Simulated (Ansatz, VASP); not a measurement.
Two plane-wave programs on W

File INCAR:

```
  PREC = Accurate
  ENCUT = 520
  EDIFF = 1E-7
  ISMEAR = 0
  SIGMA = 0.1
  LREAL = F
  LASPH = T
  NELM = 60
  ALGO = Normal
  ISIF = 2
  LWAVE = F
  LCHARG = F
  LDIPOL = T
  IDIPOL = 3
  DIPOL = 0.5 0.5 0.500
  GGA = PE
  NBANDS = 66
```

KPOINTS

```
Automatic mesh
0
Gamma
  12 8 1
```

File POSCAR:

```
W
1.0
    2.7570339087      0.0000000000      0.0000000000
    0.0000000000      4.5022175199      0.0000000000
    0.0000000000      0.0000000000     24.0977477397
W
8
Direct
    0.3333333333      0.5000000000      0.3112324057
    0.6666666667      0.0000000000      0.3651660040
    0.0000000000      0.5000000000      0.4190996024
    0.3333333333      0.0000000000      0.4730332008
    0.6666666667      0.5000000000      0.5269667992
    0.0000000000      0.0000000000      0.5809003976
    0.3333333333      0.5000000000      0.6348339960
    0.6666666667      0.0000000000      0.6887675943
```

Input for Ansatz:

```yaml
crystal:
  lattice:
    - [2.7570339087, 0.0, 0.0]
    - [0.0, 4.5022175199, 0.0]
    - [0.0, 0.0, 24.0977477397]
  atoms:
    - { symbol: W, position: [0.3333333333, 0.5, 0.3112324057] }
    - { symbol: W, position: [0.6666666667, 0.0, 0.365166004] }
    - { symbol: W, position: [0.0, 0.5, 0.4190996024] }
    - { symbol: W, position: [0.3333333333, 0.0, 0.4730332008] }
    - { symbol: W, position: [0.6666666667, 0.5, 0.5269667992] }
    - { symbol: W, position: [0.0, 0.0, 0.5809003976] }
    - { symbol: W, position: [0.3333333333, 0.5, 0.634833996] }
    - { symbol: W, position: [0.6666666667, 0.0, 0.6887675943] }
basis:
  ecutwfc: 420
kpoints:
  mp_grid: { grid: [12, 8, 1] }
hamiltonian:
  xc: pbe
scf:
  occupations: { method: gaussian, width: 0.1 }
output:
  forces: true
  eigenvalues: true
efield:
  axis: 3
  dipole_correction: true
  ramp_width: 0.04
```

Alike in both runs: task single point; functional PBE; k mesh 12 × 8 × 1; occupations gaussian, width 0.1 eV; no spin polarisation.

|  | VASP | Ansatz |
| --- | --- | --- |
| version | VASP 6.6.1 | Ansatz 0.2.0 |
| potentials or method | VASP PAW PBE potentials, release 64 (W_sv), cutoff 520 eV | scalar-relativistic, plane waves, PAW |
| valence electrons in the cell | 112 | 112 |

Ansatz gave:

| Quantity | Value |
| --- | --- |
| gap on the k mesh at the Fermi level (eV) | none |
| rms of the force components (eV/Å) | 0.734 |

Task: What did VASP give for the same quantities?

Result: gap on the k mesh at the Fermi level (eV): none; rms of the force components (eV/Å): 0.732.

Atom by atom the forces differ by 0.009 eV/Å (rms over components). A gap of «none» marks a metal or a gap that the smearing closes. With one functional, cell and mesh, what is left measures potentials, basis and numerics.

Neither program's run includes spin-orbit coupling.
